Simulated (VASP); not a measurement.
# Si (P-4m2) in VASP: a series of runs, part 2 of 2

VASP 6.6.1. The steps go on from the part before.

## (4) Single point, LDA (mode 6 frozen in at -0.066 Å, normal strain along x +0.0233)

File INCAR:

```
SYSTEM = Si
PREC = Accurate ; ENCUT = 520
EDIFF = 1E-6 ; ISMEAR = 0
SIGMA = 0.05 ; LREAL = .FALSE.
LASPH = .TRUE. ; NELM = 60
ALGO = Normal ; ISIF = 2
LWAVE = .FALSE. ; LCHARG = .FALSE.
NBANDS = 16
```

File KPOINTS:

```
Automatic mesh
0
G
  10 10 6
  0 0 0
```

File POSCAR:

```
Si
1.0
    0.0000000000     -2.7007989451     -2.7007989451
    0.0000000000      2.7007989451     -2.7007989451
    5.5274551210      0.0000000000      0.0000000000
Si
4
Direct
    0.5000000000      0.5000000000     -0.0122186067
    0.0000000000      0.0000000000      0.5122186067
    0.0000000000      0.5000000000      0.2500000000
    0.5000000000      0.0000000000      0.7500000000
```

Potentials or basis: VASP PAW LDA potentials, release 64 (Si).

On the command line:

```
$ cat potpaw_LDA.64/Si/POTCAR > POTCAR
$ mpirun -np 1 vasp_std > vasp.out
```

OUTCAR:

```text
SYSTEM = Si
   PREC = Accurate
   ENCUT = 520
   EDIFF = 1E-6
   ISMEAR = 0
   LREAL = .FALSE.
   LASPH = .TRUE.
   NELM = 60
   ISIF = 2

 ion  position               nearest neighbor table
   1  0.500  0.500  0.988-   4 2.32   4 2.32   3 2.40   3 2.40
   2  0.000  0.000  0.512-   4 2.32   4 2.32   3 2.40   3 2.40
   3  0.000  0.500  0.250-   1 2.40   2 2.40   2 2.40   1 2.40
   4  0.500  0.000  0.750-   1 2.32   2 2.32   1 2.32   2 2.32

  LATTYP: Found a simple tetragonal cell.
 ALAT       =     3.8195064974
 C/A-ratio  =     1.4471647384

  Lattice vectors:

 A1 = (   0.0000000000,  -2.7007989451,  -2.7007989451)
 A2 = (   0.0000000000,   2.7007989451,  -2.7007989451)
 A3 = (   5.5274551210,   0.0000000000,   0.0000000000)

Analysis of symmetry for initial positions (statically):
=====================================================================
 Subroutine PRICEL returns:
 Original cell was already a primitive cell.

 Routine SETGRP: Setting up the symmetry group for a
 simple tetragonal supercell.

 Subroutine GETGRP returns: Found  8 space group operations
 (whereof  4 operations were pure point group operations)
 out of a pool of 16 trial point group operations.
[... 166 lines left out ...]

  energy without entropy =      -23.74306868  energy(sigma->0) =      -23.74307352

 E-fermi :   5.8667     XC(G=0):  -9.5802

 val. band max:        5.7797242226   @ k =   0.0000   0.0000   0.0000
 cond. band min:       5.9431638656   @ k =   0.5000   0.5000   0.0000
 fundamental gap:      0.1634396430
 Fermi energy:         5.8666736199

 k-point     1 :       0.0000    0.0000    0.0000
  band No.  band energies     occupation
      1      -6.2339      2.00000
      2      -2.1754      2.00000
      3      -2.1684      2.00000
      4       2.9427      2.00000
      5       2.9427      2.00000
      6       5.5576      2.00000
[... 433 lines left out ...]
      3      -0.9650      2.00000
      4       1.8531      2.00000
      5       2.9330      2.00000
      6       3.3105      2.00000
[... 8 lines left out ...]
     15      12.5151      0.00000
     16      12.6008      0.00000

 [... further k-points ...]
[... 5 lines left out ...]
  --------------------------------------------------------------------------------------
  -------------------------------------------------------------------------------------
  Total       -1.8391185     -0.4799800     -0.4799800      0.0000000      0.0000000      0.0000000
  in kB      -36.5410109     -9.5366102     -9.5366102      0.0000000      0.0000000      0.0000000
  external PRESSURE =     -18.5380771 kB  Pullay stress =       0.0000000 kB

 VOLUME and BASIS-vectors are now :
 -----------------------------------------------------------------------------
  energy-cutoff  :      520.00
  volume of cell :       80.64
      direct lattice vectors                 reciprocal lattice vectors
     0.000000000 -2.700798945 -2.700798945     0.000000000 -0.185130404 -0.185130404
     0.000000000  2.700798945 -2.700798945     0.000000000  0.185130404 -0.185130404
     5.527455121  0.000000000  0.000000000     0.180915083  0.000000000  0.000000000

 POSITION                                       TOTAL-FORCE (eV/Angst)
 -----------------------------------------------------------------------------------
      5.45992      0.00000     -2.70080         1.118713      0.000000      0.000000
      2.83127      0.00000      0.00000        -1.118713      0.000000     -0.000000
      1.38186      1.35040     -1.35040         0.000000      0.000000      0.000000
      4.14559     -1.35040     -1.35040        -0.000000     -0.000000     -0.000000
 -----------------------------------------------------------------------------------
    total drift:                                0.000000      0.000000     -0.000000

  FREE ENERGIE OF THE ION-ELECTRON SYSTEM (eV)
  ---------------------------------------------------
  free  energy   TOTEN  =       -23.7430783523 eV

  energy  without entropy=      -23.7430686801  energy(sigma->0) =      -23.74307352
```

Wall time 52 s (1 thread of Intel Xeon Platinum 8488C (Sapphire Rapids), shared host); peak memory 0.2 GiB.

What came out:

```yaml
Free_energy: -23.7431 eV
Pressure: -1.9 GPa
Largest_force: 1.119 eV/Å
Band_gap_on_the_k_mesh: 0.16 eV
```

Forces on the atoms (eV/Å):
```
Si   1.119  0.000  0.000
Si  -1.119  0.000  0.000
Si   0.000  0.000  0.000
Si   0.000  0.000  0.000
```

Stress tensor (GPa, compression positive):
```
-3.65  0.00  0.00
 0.00 -0.95  0.00
 0.00  0.00 -0.95
```

Caveat: the cell differs from its parent crystal (mode 6 frozen in at -0.066 Å, normal strain along x +0.0233); forces of over 1 eV/Å act on the atoms, so gaps and moduli don't describe the material at rest. A k mesh can miss the band edges.

## (5) Single point, LDA (mode 6 frozen in at -0.132 Å, normal strain along x +0.0233)

File INCAR:

```
SYSTEM = Si
PREC = Accurate ; ENCUT = 520
EDIFF = 1E-7 ; ISMEAR = 0
SIGMA = 0.05 ; LREAL = .False.
LASPH = .True. ; NELM = 60
ALGO = Normal ; ISIF = 2
LWAVE = .False. ; LCHARG = .False.
GGA = CA ; NBANDS = 16
```

File KPOINTS:

```
Automatic mesh
0
Gamma
  10 10 6
  0 0 0
```

POSCAR, as its differences from that of step 4:

```diff
@@ -8,4 +8,4 @@
 Direct
-    0.5000000000      0.5000000000     -0.0122186067
-    0.0000000000      0.0000000000      0.5122186067
+    0.5000000000      0.5000000000     -0.0244372133
+    0.0000000000      0.0000000000      0.5244372133
     0.0000000000      0.5000000000      0.2500000000
```

On the command line:

```
$ cat potpaw_LDA.64/Si/POTCAR > POTCAR
$ mpirun -np 1 vasp_std > vasp.out
```

Run time: 63 s. Hardware: 1 thread of Intel Xeon Platinum 8488C (Sapphire Rapids), shared host; peak memory 0.19 GiB.

Results (log left out):

- Free energy: -23.5187 eV
- Pressure: -1.2 GPa
- Largest force: 2.198 eV/Å
- Band gap on the k mesh: zero (band 8 reaches 5.85 eV, above the bottom of band 9 at 5.62 eV)

Forces on the atoms (eV/Å):
```
Si   2.198  0.000  0.000
Si  -2.198  0.000  0.000
Si   0.000  0.000  0.000
Si   0.000  0.000  0.000
```

Stress tensor (GPa, compression positive):
```
-3.76  0.00  0.00
 0.00  0.01  0.00
 0.00  0.00  0.01
```

Levels at points of the mesh, in eV from the Fermi level:
| k point | band 4 | band 5 | band 6 | band 7 | band 8 | band 9 | band 10 | band 11 | band 12 | band 13 |
| --- | --- | --- | --- | --- | --- | --- | --- | --- | --- | --- |
| (0.00, 0.00, 0.00) | -3.03 | -3.03 | -0.40 | -0.01 | -0.01 | 0.52 | 0.57 | 2.35 | 2.35 | 2.56 |
| (0.50, 0.00, 0.00) | -5.64 | -4.15 | -3.74 | -1.90 | -0.91 | 1.89 | 2.68 | 4.38 | 4.63 | 4.66 |
| (0.50, 0.50, 0.00) | -7.52 | -3.23 | -3.01 | -3.01 | -2.82 | -0.24 | 0.40 | 0.40 | 0.99 | 9.18 |
| (0.00, 0.00, 0.50) | -3.62 | -2.53 | -2.53 | -1.42 | -1.42 | 0.67 | 1.09 | 2.78 | 3.16 | 5.21 |
| (0.50, 0.00, 0.50) | -6.88 | -1.82 | -1.47 | -1.38 | -0.74 | 1.07 | 1.24 | 2.70 | 2.91 | 3.48 |
| (0.50, 0.50, 0.50) | -7.30 | -4.09 | -3.96 | -3.96 | -3.96 | 3.46 | 3.88 | 3.88 | 4.23 | 4.24 |

Caveat: the cell differs from its parent crystal (mode 6 frozen in at -0.132 Å, normal strain along x +0.0233); forces of over 1 eV/Å act on the atoms, so gaps and moduli don't describe the material at rest.
